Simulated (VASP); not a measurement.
A run of VASP 6.6.1:

The input INCAR:

```
SYSTEM = TaH
  ALGO = Normal
  EDIFF = 1E-6
  ENCUT = 520
  GGA = PE
  ISIF = 2
  ISMEAR = 0
  LASPH = .True.
  LCHARG = .False.
  LREAL = .False.
  LWAVE = .False.
  NBANDS = 34
  NELM = 100
  PREC = Accurate
  SIGMA = 0.2
```

The input KPOINTS:

```
k-points
0
Gamma
  3 4 4
  0 0 0
```

Contents of POSCAR:

```
TaH
1.0
    4.9194522578      0.0000000000      0.0000000000
    0.0000000000      3.4181825025      0.0000000000
    0.0000000000      0.0000000000      4.9159607530
Ta H
4 4
Direct
    0.7424136566      0.2500000000      0.4967493666
    0.2575863434      0.7500000000      0.5032506334
    0.7575863434      0.7500000000      0.9967493666
    0.2424136566      0.2500000000      0.0032506334
    0.6170789423      0.2500000000      0.8732046695
    0.3829210577      0.7500000000      0.1267953305
    0.8829210577      0.7500000000      0.3732046695
    0.1170789423      0.2500000000      0.6267953305
```

Potentials or basis: VASP PAW PBE potentials, release 64 (Ta_pv, H).

Run with:

```sh
$ cat potpaw_PBE.64/Ta_pv/POTCAR potpaw_PBE.64/H/POTCAR > POTCAR
$ mpirun -np 1 vasp_std > vasp.out
```

Hardware: 1 thread of Intel(R) Xeon(R) 6975P-C (Granite Rapids) (shared host).

Task: How long does it take, and how much memory?

Result: Wall time 22 s on 1 thread of Intel(R) Xeon(R) 6975P-C (Granite Rapids), with other jobs on the host, peak memory 0.21 GiB. Counts: scf iterations 13, k points 18.
